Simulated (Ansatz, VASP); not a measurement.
## KBr in VASP and in Ansatz

Contents of INCAR:

```
  ALGO = Normal
  EDIFF = 1E-6
  ENCUT = 520
  GGA = PE
  ISIF = 2
  ISMEAR = 0
  LASPH = T
  LCHARG = F
  LREAL = F
  LWAVE = F
  NBANDS = 15
  NELM = 60
  PREC = Accurate
  SIGMA = 0.01
```

The input KPOINTS:

```
k-points
0
Gamma
  6 6 6
```

Contents of POSCAR:

```
KBr
1.0
    0.0000000000      3.3184520677      3.3184520677
    3.3184520677      0.0000000000      3.3184520677
    3.3184520677      3.3184520677      0.0000000000
K Br
1 1
Direct
    0.0000000000      0.0000000000      0.0000000000
    0.5000000000      0.5000000000      0.5000000000
```

Input for Ansatz:

```yaml
crystal:
  lattice:
    - [0.0, 3.3184520677, 3.3184520677]
    - [3.3184520677, 0.0, 3.3184520677]
    - [3.3184520677, 3.3184520677, 0.0]
  atoms:
    - { symbol: K, position: [0.0, 0.0, 0.0] }
    - { symbol: Br, position: [0.5, 0.5, 0.5] }
kpoints:
  mp_grid: { grid: [6, 6, 6] }
hamiltonian:
  xc: pbe
scf:
  occupations: { method: fixed }
  n_extra_bands: 4
output:
  forces: true
  stress: true
  eigenvalues: true
```

Alike in both runs: task single point; functional PBE; k mesh 6 × 6 × 6; no spin polarisation.

|  | VASP | Ansatz |
| --- | --- | --- |
| version | VASP 6.6.1 | Ansatz 0.2.0 |
| potentials or method | VASP PAW PBE potentials, release 64 (K_sv, Br) | plane waves, PAW |
| plane-wave cutoff (eV) | 520 | 420 |
| occupations | gaussian, width 0.01 eV | fixed |
| valence electrons in the cell | 16 | 16 |

Ansatz gave:

* gap on the k mesh at the Fermi level (eV): 4.39
* pressure (GPa): 0.4

Q: Estimate VASP's values.

A: gap on the k mesh at the Fermi level (eV): 4.39; pressure (GPa): 0.5.
